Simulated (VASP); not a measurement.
# Na (Im-3m) in VASP: single point with PBEsol

Aim: the single point of Na with PBEsol.

Everything below comes from runs of VASP 6.6.1. Logs are shortened: lines on timing, memory, paths and dates and some standing lists are left out, and cuts for length are marked.

## Step 1: The cell of the first run

It takes space group Im-3m (No. 229, cubic). Conventional cell: a = 8.849 Å, b = 8.849 Å, c = 8.849 Å, α = 90.00°, β = 90.00°, γ = 90.00°.

## Step 2: Single point, PBEsol

The input, INCAR:

```
SYSTEM = Na
PREC = Accurate ; ENCUT = 520
EDIFF = 1E-6 ; ISMEAR = 0
SIGMA = 0.15 ; LREAL = .False.
LASPH = .True. ; NELM = 100
ALGO = Fast ; ISIF = 2
LWAVE = .False. ; LCHARG = .False.
GGA = PS ; NBANDS = 10
```

The input, KPOINTS:

```
regular mesh
0
Gamma
  8 8 8
  0 0 0
```

The input, POSCAR:

```
Na
1.0
    7.3740479274     -1.4748095855     -1.4748095855
   -1.4748095855      7.3740479274     -1.4748095855
   -1.4748095855     -1.4748095855      7.3740479274
Na
1
Direct
    0.0000000000      0.0000000000      0.0000000000
```

Potentials or basis: VASP PAW PBE potentials, release 64 (Na_pv).

Started as:

```sh
> cat potpaw_PBE.64/Na_pv/POTCAR > POTCAR
> mpirun -np 1 vasp_std > vasp.out
```

OUTCAR:

```text
SYSTEM = Na
   PREC = Accurate
   ENCUT = 520
   EDIFF = 1E-6
   ISMEAR = 0
   LREAL = .False.
   LASPH = .True.
   NELM = 100
   ISIF = 2
   GGA = PS

 ion  position               nearest neighbor table
   1  0.000  0.000  0.000-

  LATTYP: Found a body centered cubic cell.
 ALAT       =     8.8488575129

  Lattice vectors:

 A1 = (   7.3740479274,  -1.4748095855,  -1.4748095855)
 A2 = (  -1.4748095855,   7.3740479274,  -1.4748095855)
 A3 = (  -1.4748095855,  -1.4748095855,   7.3740479274)

Analysis of symmetry for initial positions (statically):
=====================================================================
 Subroutine PRICEL returns:
 Original cell was already a primitive cell.

 Routine SETGRP: Setting up the symmetry group for a
 body centered cubic supercell.

 Subroutine GETGRP returns: Found 48 space group operations
[... 9 lines left out ...]

 Routine SETGRP: Setting up the symmetry group for a
 body centered cubic supercell.

 Subroutine GETGRP returns: Found 48 space group operations
[... 11 lines left out ...]
                                     Primitive cell

  volume of cell :     346.4429

  direct lattice vectors                    reciprocal lattice vectors
     7.374047927 -1.474809586 -1.474809586     0.150678586  0.037669646  0.037669646
    -1.474809586  7.374047927 -1.474809586     0.037669646  0.150678586  0.037669646
    -1.474809586 -1.474809586  7.374047927     0.037669646  0.037669646  0.150678586

  length of vectors
     7.663335401  7.663335401  7.663335401     0.159818774  0.159818774  0.159818774

  position of ions in fractional coordinates (direct lattice)
     0.000000000  0.000000000  0.000000000

  ion indices of the primitive-cell ions
   primitive index   ion index
                 1           1

----------------------------------------------------------------------------------------

 KPOINTS: regular mesh

Automatic generation of k-mesh.
 Grid dimensions read from file:
 generate k-points for:    8    8    8

 Generating k-lattice:

  Cartesian coordinates                     Fractional coordinates (reciprocal lattice)
     0.018834823  0.004708706  0.004708706     0.125000000  0.000000000  0.000000000
     0.004708706  0.018834823  0.004708706     0.000000000  0.125000000  0.000000000
     0.004708706  0.004708706  0.018834823     0.000000000  0.000000000  0.125000000

  Length of vectors
     0.019977347  0.019977347  0.019977347

  Shift w.r.t. Gamma in fractional coordinates (k-lattice)
     0.000000000  0.000000000  0.000000000

 Subroutine IBZKPT returns following result:
 ===========================================

 Found     29 irreducible k-points:

 Following reciprocal coordinates:
            Coordinates               Weight
  0.000000  0.000000  0.000000      1.000000
  0.125000  0.000000  0.000000     12.000000
  0.250000  0.000000  0.000000     12.000000
  0.375000 -0.000000  0.000000     12.000000
  0.500000  0.000000  0.000000      6.000000
  0.125000  0.125000  0.000000     24.000000
[... 16 lines left out ...]
 -0.250000  0.250000  0.250000      6.000000
 -0.375000  0.375000  0.250000     24.000000
 [... further k-points ...]
   k-points           NKPTS =     29   k-points in BZ     NKDIM =     29   number of bands    NBANDS=     10
   number of dos      NEDOS =    301   number of ions     NIONS =      1
   total plane-waves  NPLWV = 216000
   dimension x,y,z NGX =    60 NGY =   60 NGZ =   60
   dimension x,y,z NGXF=   120 NGYF=  120 NGZF=  120
   ions per type =               1
   NGX,Y,Z   is equivalent  to a cutoff of  13.02, 13.02, 13.02 a.u.
   NGXF,Y,Z  is equivalent  to a cutoff of  26.03, 26.03, 26.03 a.u.
 SYSTEM =  Na
   PREC   = accura    normal or accurate (medium, high low for compatibility)
   ISTART =      0    job   : 0-new  1-cont  2-samecut
   ICHARG =      2    charge: 1-file 2-atom 10-const
   ISPIN  =      1    spin polarized calculation?
   LNONCOLLINEAR =      F non collinear calculations
   LSORBIT =      F    spin-orbit coupling
   LASPH  =      T    aspherical Exc in radial PAW
   ENCUT  =  520.0 eV  38.22 Ry    6.18 a.u.  14.25 14.25 14.25*2*pi/ulx,y,z
   NELM   =    100;   NELMIN=  2; NELMDL= -5     # of ELM steps
   EDIFF  = 0.1E-05   stopping-criterion for ELM
   LREAL  =      F    real-space projection
   EDIFFG = 0.1E-04   stopping-criterion for IOM
   NSW    =      0    number of steps for IOM
   IBRION =     -1    ionic relax: 0-MD 1-quasi-New 2-CG
   NFREE  =      0    steps in history (QN), initial steepest desc. (CG)
   ISIF   =      2    stress and relaxation
   ISYM   =      2    0-nonsym 1-usesym 2-fastsym
   POTIM  = 0.5000    time-step for ionic-motion
   TEBEG  =    0.0;   TEEND  =   0.0 temperature during run
   PSTRESS=    0.0 pullay stress
   NELECT =       7.0000    total number of electrons
   NUPDOWN=      -1.0000    fix difference up-down
   EMIN   =  10.00;   EMAX   =-10.00  energy-range for DOS
   EFERMI =   0.00;   METHOD = LEGACY
   ISMEAR =     0;   SIGMA  =   0.15  broadening in eV -4-tet -1-fermi 0-gaus
   EFERMI_NEDOS =   21; number of points for ismear=-14 and -15
   IALGO  =     68    algorithm
   IMIX   =      4    mixing-type and parameters
     AMIX     =   0.40;   BMIX     =  1.00
     AMIX_MAG =   1.60;   BMIX_MAG =  1.00
  volume/ion in A,a.u.               =     346.44      2337.91
  Fermi-wavevector in a.u.,A,eV,Ry     =   0.445893  0.842615  2.705114  0.198820
  Thomas-Fermi vector in A             =   1.423866
   LORBIT       =      0    0 simple, 1 ext, 2 COOP (PROOUT), +10 PAW based schemes
   GGA     = PS    functional components
   LHFCALC =     F    Hartree Fock is set to
   AEXX    =    0.0000 exact exchange contribution
   IVDW    =     0    specifies the selected vdW correction
   LEPSILON=     F    determine dielectric tensor
   LRPA    =     F    only Hartree local field effects (RPA)
 non-spin polarized calculation
 RMM-DIIS sequential band-by-band and
 Gauss-broadening in eV      SIGMA  =   0.15
  energy-cutoff  :      520.00
  volume of cell :      346.44
 maximum number of plane-waves:      9405
 NGX is ok and might be reduce to    60
   NGX = 29   NGY = 29   NGZ = 29

 number of electron       6.9999987 magnetization

 Free energy of the ion-electron system (eV)
  ---------------------------------------------------
  ext. energy  EPLUGINS =         0.00000000
  ---------------------------------------------------
  free energy    TOTEN  =        -0.15679941 eV

  energy without entropy =       -0.10138198  energy(sigma->0) =       -0.12909069

 E-fermi :  -2.2688     XC(G=0):  -2.4445

 val. band max:       -2.2787786989   @ k =   0.2500   0.1250   0.1250
 cond. band min:      -2.2540507440   @ k =   0.2500   0.2500   0.0000
 fundamental gap:      0.0247279549
 Fermi energy:        -2.2688037438

 k-point     1 :       0.0000    0.0000    0.0000
  band No.  band energies     occupation
      1     -28.3402      2.00000
      2     -28.3402      2.00000
      3     -28.3402      2.00000
      4      -2.6498      1.99967
      5       0.5711      0.00000
      6       0.5711      0.00000
      7       0.5711      0.00000
      8       0.7773      0.00000
      9       1.8053      0.00000
     10       1.8056      0.00000

 k-point     2 :       0.1250    0.0000    0.0000
  band No.  band energies     occupation
      1     -28.3402      2.00000
      2     -28.3402      2.00000
      3     -28.3402      2.00000
      4      -2.6066      1.99855
      5       0.1187      0.00000
      6       0.4699      0.00000
      7       0.5490      0.00000
      8       1.1014      0.00000
      9       1.6127      0.00000
     10       1.6922      0.00000

 k-point     3 :       0.2500    0.0000    0.0000
  band No.  band energies     occupation
      1     -28.3402      2.00000
      2     -28.3402      2.00000
      3     -28.3402      2.00000
      4      -2.4862      1.95964
      5      -0.3984      0.00000
      6       0.2921      0.00000
      7       0.4940      0.00000
      8       0.9766      0.00000
      9       1.3584      0.00000
     10       1.8866      0.00000

 k-point     4 :       0.3750   -0.0000    0.0000
  band No.  band energies     occupation
      1     -28.3402      2.00000
      2     -28.3402      2.00000
      3     -28.3402      2.00000
      4      -2.3285      1.42614
      5      -0.8133      0.00000
      6       0.1605      0.00000
      7       0.4386      0.00000
      8       0.7702      0.00000
      9       1.1932      0.00000
     10       2.2329      0.00000

 k-point     5 :       0.5000    0.0000    0.0000
  band No.  band energies     occupation
      1     -28.3402      2.00000
      2     -28.3402      2.00000
      3     -28.3402      2.00000
      4      -2.2425      0.80409
      5      -0.9881      0.00000
      6       0.1139      0.00000
      7       0.4159      0.00000
      8       0.6969      0.00000
      9       1.1370      0.00000
     10       2.5343      0.00000

 k-point     6 :       0.1250    0.1250    0.0000
  band No.  band energies     occupation
      1     -28.3402      2.00000
      2     -28.3402      2.00000
      3     -28.3402      2.00000
      4      -2.5246      1.98410
      5      -0.2357      0.00000
      6       0.2812      0.00000
      7       0.4489      0.00000
      8       1.2084      0.00000
      9       1.4963      0.00000
     10       1.6509      0.00000
[... 183 lines left out ...]
 k-point    21 :      -0.3750   -0.3750    0.1250
  band No.  band energies     occupation
      1     -28.3402      2.00000
      2     -28.3402      2.00000
      3     -28.3402      2.00000
      4      -2.1466      0.24920
      5      -0.6747      0.00000
      6      -0.6746      0.00000
      7       0.2644      0.00000
      8       1.2167      0.00000
      9       1.3575      0.00000
     10       1.3575      0.00000

 k-point    22 :       0.2500    0.2500    0.2500
  band No.  band energies     occupation
      1     -28.3402      2.00000
      2     -28.3402      2.00000
      3     -28.3402      2.00000
      4      -2.1707      0.35497
      5      -0.5483      0.00000
      6      -0.5482      0.00000
      7      -0.5482      0.00000
      8       2.1664      0.00000
      9       2.1665      0.00000
     10       2.1665      0.00000

 k-point    23 :      -0.2500    0.2500    0.2500
  band No.  band energies     occupation
      1     -28.3402      2.00000
      2     -28.3402      2.00000
      3     -28.3402      2.00000
      4      -2.3383      1.48782
      5      -0.4623      0.00000
      6      -0.0262      0.00000
      7      -0.0262      0.00000
      8       0.9165      0.00000
      9       1.7968      0.00000
     10       2.0210      0.00000

 k-point    24 :      -0.3750    0.3750    0.2500
  band No.  band energies     occupation
      1     -28.3402      2.00000
      2     -28.3402      2.00000
      3     -28.3402      2.00000
      4      -2.2020      0.52875
      5      -0.6667      0.00000
      6      -0.1678      0.00000
      7      -0.1310      0.00000
      8       0.8389      0.00000
      9       1.5145      0.00000
     10       1.9707      0.00000

 [... further k-points ...]
[... 5 lines left out ...]
  --------------------------------------------------------------------------------------
  -------------------------------------------------------------------------------------
  Total       -0.2175985     -0.2175985     -0.2175985      0.0000000      0.0000000      0.0000000
  in kB       -1.0063171     -1.0063171     -1.0063171      0.0000000      0.0000000      0.0000000
  external PRESSURE =      -1.0063171 kB  Pullay stress =       0.0000000 kB

 VOLUME and BASIS-vectors are now :
 -----------------------------------------------------------------------------
  energy-cutoff  :      520.00
  volume of cell :      346.44
      direct lattice vectors                 reciprocal lattice vectors
     7.374047927 -1.474809586 -1.474809586     0.150678586  0.037669646  0.037669646
    -1.474809586  7.374047927 -1.474809586     0.037669646  0.150678586  0.037669646
    -1.474809586 -1.474809586  7.374047927     0.037669646  0.037669646  0.150678586

 POSITION                                       TOTAL-FORCE (eV/Angst)
 -----------------------------------------------------------------------------------
      0.00000      0.00000      0.00000         0.000000     -0.000000     -0.000000
 -----------------------------------------------------------------------------------
    total drift:                                0.000000     -0.000000      0.000000

  FREE ENERGIE OF THE ION-ELECTRON SYSTEM (eV)
  ---------------------------------------------------
  free  energy   TOTEN  =        -0.1567994085 eV

  energy  without entropy=       -0.1013819785  energy(sigma->0) =       -0.12909069
```

It took 59 s on 1 thread of Intel Xeon 6975P-C (Granite Rapids), shared host; peak memory 0.5 GiB.

Results:

* Free energy: -0.1568 eV
* Pressure: -0.1 GPa

Levels at points of the mesh, in eV from the Fermi level:
| k point | band 1 | band 2 | band 3 | band 4 | band 5 | band 6 | band 7 | band 8 |
| --- | --- | --- | --- | --- | --- | --- | --- | --- |
| (0.00, 0.00, 0.00) | -26.07 | -26.07 | -26.07 | -0.38 | 2.84 | 2.84 | 2.84 | 3.05 |
| (0.50, 0.00, 0.00) | -26.07 | -26.07 | -26.07 | 0.03 | 1.28 | 2.38 | 2.68 | 2.97 |
| (0.50, 0.50, 0.50) | -26.07 | -26.07 | -26.07 | 0.27 | 1.86 | 1.86 | 1.86 | 2.71 |

Caveat: the PAW data sets were made with another functional, which shifts forces and pressure a little.
